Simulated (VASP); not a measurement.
# HCl (Fm-3m) in VASP: notebook

HCl is run at these levels: PBEsol; tasks: single point.

Program: VASP 6.6.1. These are calculated values, not measurements. Logs are shortened: lines on timing, memory, paths and dates and some standing lists are left out, and cuts for length are marked.

### Step 1. The cell of the first run

The structure is cubic, space group Fm-3m (No. 225). The conventional cell has a = 5.365 Å, b = 5.365 Å, c = 5.365 Å, α = 90.00°, β = 90.00°, γ = 90.00°. Within 3.5 Å of H (site symmetry m-3m) lie 6 Cl at 2.68 Å. Within 3.5 Å of Cl (site symmetry m-3m) lie 6 H at 2.68 Å.

### Step 2. Single point, PBEsol (19.31 Å³/atom)

Input file INCAR:

```
SYSTEM = HCl
PREC = Accurate
ENCUT = 500
EDIFF = 1E-6
ISMEAR = 0
SIGMA = 0.05
LREAL = .False.
LASPH = .True.
NELM = 120
ALGO = Normal
ISIF = 2
LWAVE = .False.
LCHARG = .False.
GGA = PS
NBANDS = 11
GGA_COMPAT = .False.
```

Input file KPOINTS:

```
Automatic mesh
0
Gamma
  10 10 10
  0 0 0
```

Input file POSCAR:

```
HCl
1.0
    0.0000000000      2.6826502501      2.6826502501
    2.6826502501      0.0000000000      2.6826502501
    2.6826502501      2.6826502501      0.0000000000
H Cl
1 1
Direct
    0.0000000000      0.0000000000      0.0000000000
    0.5000000000      0.5000000000      0.5000000000
```

Potentials or basis: VASP PAW PBE potentials, release 64 (H, Cl).

Run with:

```bash
$ cat potpaw_PBE.64/H/POTCAR potpaw_PBE.64/Cl/POTCAR > POTCAR
$ mpirun -np 1 vasp_std > vasp.out
```

OUTCAR:

```text
SYSTEM = HCl
   PREC = Accurate
   ENCUT = 500
   EDIFF = 1E-6
   ISMEAR = 0
   LREAL = .False.
   LASPH = .True.
   NELM = 120
   ISIF = 2
   GGA = PS

 ion  position               nearest neighbor table
   1  0.000  0.000  0.000-
   2  0.500  0.500  0.500-

  LATTYP: Found a face centered cubic cell.
 ALAT       =     5.3653005002

  Lattice vectors:

 A1 = (   0.0000000000,   2.6826502501,   2.6826502501)
 A2 = (   2.6826502501,   0.0000000000,   2.6826502501)
 A3 = (   2.6826502501,   2.6826502501,   0.0000000000)

Analysis of symmetry for initial positions (statically):
=====================================================================
 Subroutine PRICEL returns:
 Original cell was already a primitive cell.

 Routine SETGRP: Setting up the symmetry group for a
 face centered cubic supercell.

 Subroutine GETGRP returns: Found 48 space group operations
 (whereof 48 operations were pure point group operations)
 out of a pool of 48 trial point group operations.

The static configuration has the point symmetry O_h .

Analysis of symmetry for dynamics (positions and initial velocities):
=====================================================================
 Subroutine PRICEL returns:
 Original cell was already a primitive cell.

 Routine SETGRP: Setting up the symmetry group for a
 face centered cubic supercell.

 Subroutine GETGRP returns: Found 48 space group operations
 (whereof 48 operations were pure point group operations)
 out of a pool of 48 trial point group operations.

The dynamic configuration has the point symmetry O_h .

 Subroutine INISYM returns: Found 48 space group operations
 (whereof 48 operations are pure point group operations),
 and found     1 'primitive' translations

----------------------------------------------------------------------------------------

                                     Primitive cell

  volume of cell :      38.6120

  direct lattice vectors                    reciprocal lattice vectors
     0.000000000  2.682650250  2.682650250    -0.186382850  0.186382850  0.186382850
     2.682650250  0.000000000  2.682650250     0.186382850 -0.186382850  0.186382850
     2.682650250  2.682650250  0.000000000     0.186382850  0.186382850 -0.186382850

  length of vectors
     3.793840367  3.793840367  3.793840367     0.322824566  0.322824566  0.322824566

  position of ions in fractional coordinates (direct lattice)
     0.000000000  0.000000000  0.000000000
     0.500000000  0.500000000  0.500000000

  ion indices of the primitive-cell ions
   primitive index   ion index
                 1           1
                 2           2

----------------------------------------------------------------------------------------

 KPOINTS: Automatic mesh

Automatic generation of k-mesh.
 Grid dimensions read from file:
 generate k-points for:   10   10   10

 Generating k-lattice:

  Cartesian coordinates                     Fractional coordinates (reciprocal lattice)
    -0.018638285  0.018638285  0.018638285     0.100000000  0.000000000  0.000000000
     0.018638285 -0.018638285  0.018638285     0.000000000  0.100000000  0.000000000
     0.018638285  0.018638285 -0.018638285     0.000000000  0.000000000  0.100000000

  Length of vectors
     0.032282457  0.032282457  0.032282457

  Shift w.r.t. Gamma in fractional coordinates (k-lattice)
     0.000000000  0.000000000  0.000000000

 Subroutine IBZKPT returns following result:
 ===========================================

 Found     47 irreducible k-points:

 Following reciprocal coordinates:
            Coordinates               Weight
  0.000000  0.000000  0.000000      1.000000
  0.100000  0.000000  0.000000      8.000000
  0.200000  0.000000  0.000000      8.000000
  0.300000  0.000000  0.000000      8.000000
  0.400000  0.000000  0.000000      8.000000
  0.500000  0.000000  0.000000      4.000000
[... 16 lines left out ...]
  0.300000  0.300000  0.000000      6.000000
  0.400000  0.300000  0.000000     24.000000
 [... further k-points ...]
   k-points           NKPTS =     47   k-points in BZ     NKDIM =     47   number of bands    NBANDS=     11
   number of dos      NEDOS =    301   number of ions     NIONS =      2
   total plane-waves  NPLWV =  21952
   dimension x,y,z NGX =    28 NGY =   28 NGZ =   28
   dimension x,y,z NGXF=    56 NGYF=   56 NGZF=   56
   ions per type =               1   1
   NGX,Y,Z   is equivalent  to a cutoff of  12.27, 12.27, 12.27 a.u.
   NGXF,Y,Z  is equivalent  to a cutoff of  24.54, 24.54, 24.54 a.u.
 SYSTEM =  HCl
   PREC   = accura    normal or accurate (medium, high low for compatibility)
   ISTART =      0    job   : 0-new  1-cont  2-samecut
   ICHARG =      2    charge: 1-file 2-atom 10-const
   ISPIN  =      1    spin polarized calculation?
   LNONCOLLINEAR =      F non collinear calculations
   LSORBIT =      F    spin-orbit coupling
   LASPH  =      T    aspherical Exc in radial PAW
   ENCUT  =  500.0 eV  36.75 Ry    6.06 a.u.   6.92  6.92  6.92*2*pi/ulx,y,z
   NELM   =    120;   NELMIN=  2; NELMDL= -5     # of ELM steps
   EDIFF  = 0.1E-05   stopping-criterion for ELM
   LREAL  =      F    real-space projection
   EDIFFG = 0.1E-04   stopping-criterion for IOM
   NSW    =      0    number of steps for IOM
   IBRION =     -1    ionic relax: 0-MD 1-quasi-New 2-CG
   NFREE  =      0    steps in history (QN), initial steepest desc. (CG)
   ISIF   =      2    stress and relaxation
   ISYM   =      2    0-nonsym 1-usesym 2-fastsym
   POTIM  = 0.5000    time-step for ionic-motion
   TEBEG  =    0.0;   TEEND  =   0.0 temperature during run
   PSTRESS=    0.0 pullay stress
   NELECT =       8.0000    total number of electrons
   NUPDOWN=      -1.0000    fix difference up-down
   EMIN   =  10.00;   EMAX   =-10.00  energy-range for DOS
   EFERMI =   0.00;   METHOD = LEGACY
   ISMEAR =     0;   SIGMA  =   0.05  broadening in eV -4-tet -1-fermi 0-gaus
   EFERMI_NEDOS =   21; number of points for ismear=-14 and -15
   IALGO  =     38    algorithm
   IMIX   =      4    mixing-type and parameters
     AMIX     =   0.40;   BMIX     =  1.00
     AMIX_MAG =   1.60;   BMIX_MAG =  1.00
  volume/ion in A,a.u.               =      19.31       130.28
  Fermi-wavevector in a.u.,A,eV,Ry     =   0.968718  1.830612 12.767909  0.938415
  Thomas-Fermi vector in A             =   2.098711
   LORBIT       =      0    0 simple, 1 ext, 2 COOP (PROOUT), +10 PAW based schemes
   GGA     = PS    functional components
   LHFCALC =     F    Hartree Fock is set to
   AEXX    =    0.0000 exact exchange contribution
   IVDW    =     0    specifies the selected vdW correction
   LEPSILON=     F    determine dielectric tensor
   LRPA    =     F    only Hartree local field effects (RPA)
 non-spin polarized calculation
 Gauss-broadening in eV      SIGMA  =   0.05
  energy-cutoff  :      500.00
  volume of cell :       38.61
 maximum number of plane-waves:       991
   NGX = 13   NGY = 13   NGZ = 13

 number of electron       8.0000001 magnetization

 Free energy of the ion-electron system (eV)
  ---------------------------------------------------
  ext. energy  EPLUGINS =         0.00000000
  ---------------------------------------------------
  free energy    TOTEN  =        -3.17572843 eV

  energy without entropy =       -3.17523958  energy(sigma->0) =       -3.17548400

 E-fermi :  -1.8810     XC(G=0):  -8.0551

 val. band max:       -1.9076762328   @ k =   0.0000   0.0000   0.0000
 cond. band min:      -1.5867051359   @ k =   0.4000   0.4000   0.0000
 fundamental gap:      0.3209710969
 Fermi energy:        -1.8810137001

 k-point     1 :       0.0000    0.0000    0.0000
  band No.  band energies     occupation
      1     -15.0934      2.00000
      2      -1.9844      1.99653
      3      -1.9077      1.54923
      4      -1.9077      1.54923
      5      -1.9077      1.54923
      6       9.9624      0.00000
      7      10.7363      0.00000
      8      10.7363      0.00000
      9      10.7363      0.00000
     10      13.2108      0.00000
     11      13.2108      0.00000

 k-point     2 :       0.1000    0.0000    0.0000
  band No.  band energies     occupation
      1     -15.0531      2.00000
      2      -2.8559      2.00000
      3      -1.9281      1.81714
      4      -1.9281      1.81713
      5      -1.0923      0.00000
      6       9.4877      0.00000
      7      10.4805      0.00000
      8      10.8180      0.00000
      9      10.8180      0.00000
     10      12.5118      0.00000
     11      12.5118      0.00000

 k-point     3 :       0.2000    0.0000    0.0000
  band No.  band energies     occupation
      1     -14.9443      2.00000
      2      -3.7296      2.00000
      3      -1.9803      1.99502
      4      -1.9803      1.99502
      5      -0.3688      0.00000
      6       8.2361      0.00000
      7      10.5773      0.00000
      8      10.5773      0.00000
      9      10.6807      0.00000
     10      12.3420      0.00000
     11      12.3420      0.00000

 k-point     4 :       0.3000    0.0000    0.0000
  band No.  band energies     occupation
      1     -14.8029      2.00000
      2      -4.4676      2.00000
      3      -2.0424      2.00000
      4      -2.0424      2.00000
      5       0.1809      0.00000
      6       7.0889      0.00000
      7       9.9381      0.00000
      8       9.9381      0.00000
      9      11.3106      0.00000
     10      13.2247      0.00000
     11      13.2247      0.00000
[... 239 lines left out ...]
 k-point    22 :      -0.2000    0.2000    0.0000
  band No.  band energies     occupation
      1     -14.7576      2.00000
      2      -4.3592      2.00000
      3      -2.5247      2.00000
      4      -2.0171      1.99988
      5       0.1415      0.00000
      6       7.5946      0.00000
      7       8.9285      0.00000
      8      10.1476      0.00000
      9      12.1402      0.00000
     10      12.9086      0.00000
     11      14.9667      0.00000

 k-point    23 :       0.3000    0.3000    0.0000
  band No.  band energies     occupation
      1     -14.7182      2.00000
      2      -4.0055      2.00000
      3      -2.3927      2.00000
      4      -2.3927      2.00000
      5      -0.7771      0.00000
      6       8.2106      0.00000
      7       8.9163      0.00000
      8      11.9525      0.00000
      9      11.9525      0.00000
     10      12.5484      0.00000
     11      14.3882      0.00000

 k-point    24 :       0.4000    0.3000    0.0000
  band No.  band energies     occupation
      1     -14.6280      2.00000
      2      -4.1259      2.00000
      3      -2.5998      2.00000
      4      -2.4640      2.00000
      5      -0.9461      0.00000
      6       7.9791      0.00000
      7       9.2065      0.00000
      8      11.8998      0.00000
      9      11.9353      0.00000
     10      13.6017      0.00000
     11      15.1558      0.00000

 [... further k-points ...]
[... 5 lines left out ...]
  --------------------------------------------------------------------------------------
  -------------------------------------------------------------------------------------
  Total       -2.6057822     -2.6057822     -2.6057822      0.0000000     -0.0000000      0.0000000
  in kB     -108.1251024   -108.1251024   -108.1251024      0.0000000     -0.0000000      0.0000000
  external PRESSURE =    -108.1251024 kB  Pullay stress =       0.0000000 kB

 VOLUME and BASIS-vectors are now :
 -----------------------------------------------------------------------------
  energy-cutoff  :      500.00
  volume of cell :       38.61
      direct lattice vectors                 reciprocal lattice vectors
     0.000000000  2.682650250  2.682650250    -0.186382850  0.186382850  0.186382850
     2.682650250  0.000000000  2.682650250     0.186382850 -0.186382850  0.186382850
     2.682650250  2.682650250  0.000000000     0.186382850  0.186382850 -0.186382850

 POSITION                                       TOTAL-FORCE (eV/Angst)
 -----------------------------------------------------------------------------------
      0.00000      0.00000      0.00000         0.000000      0.000000      0.000000
      2.68265      2.68265      2.68265        -0.000000     -0.000000     -0.000000
 -----------------------------------------------------------------------------------
    total drift:                                0.000000      0.000000      0.000000

  FREE ENERGIE OF THE ION-ELECTRON SYSTEM (eV)
  ---------------------------------------------------
  free  energy   TOTEN  =        -3.1757284305 eV

  energy  without entropy=       -3.1752395755  energy(sigma->0) =       -3.17548400
```

Wall time 9 s (1 thread of Intel Xeon 6975P-C (Granite Rapids), shared host); peak memory 0.15 GiB.

Results:

- Free energy: -3.1757 eV
- Pressure: -10.8 GPa
- Band gap on the k mesh: zero (bands 4 and 5 overlap by 0.14 eV)

Levels at points of the mesh, in eV from the Fermi level:
| k point | band 2 | band 3 | band 4 | band 5 | band 6 | band 7 |
| --- | --- | --- | --- | --- | --- | --- |
| (0.00, 0.00, 0.00) | -0.10 | -0.03 | -0.03 | -0.03 | 11.84 | 12.62 |
| (0.50, 0.00, 0.00) | -3.26 | -0.23 | -0.23 | 2.54 | 7.93 | 11.19 |
| (0.50, 0.50, 0.00) | -1.98 | -0.75 | -0.75 | -0.17 | 9.36 | 12.45 |

Caveat: the cell stands under tension; the PAW data sets were made with another functional, which shifts forces and pressure a little.

[end of part 1 of 2]
